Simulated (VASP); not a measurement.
A run of VASP 6.6.1 is set up as follows.

Contents of POSCAR:

```
Bi
1.0
    0.0000000000      2.5689904369      2.5689904369
    2.5689904369      0.0000000000      2.5689904369
    2.5689904369      2.5689904369      0.0000000000
Bi
1
Direct
    0.0000000000      0.0000000000      0.0000000000
```

The input INCAR.step1:

```
PREC = Accurate
ENCUT = 520
ISMEAR = -1
SIGMA = 0.1
LREAL = False
LASPH = True
NELM = 80
NBANDS = 14
GGA = PE
ALGO = Normal
EDIFF = 1E-4
LWAVE = True
LCHARG = False
```

The input INCAR.step2:

```
PREC = Accurate
ENCUT = 520
EDIFF = 1E-6
ISMEAR = -1
SIGMA = 0.1
LREAL = False
LASPH = True
NELM = 80
ALGO = Normal
ISIF = 2
LWAVE = False
LCHARG = False
METAGGA = R2SCAN
LMIXTAU = True
NBANDS = 14
ISTART = 1
```

The input KPOINTS:

```
regular mesh
0
Gamma
  12 12 12
```

Potentials or basis: VASP PAW PBE potentials, release 64 (Bi_d).

Launch:

```sh
$ cat potpaw_PBE.64/Bi_d/POTCAR > POTCAR
$ cp INCAR.step1 INCAR
$ mpirun -np 1 vasp_std > vasp.out
$ cp INCAR.step2 INCAR
$ mpirun -np 1 vasp_std > vasp.out
```

Task: Estimate the pressure.

Result: -3.7 GPa.

Caveat: the PAW data sets were made with another functional, which shifts forces and pressure a little.
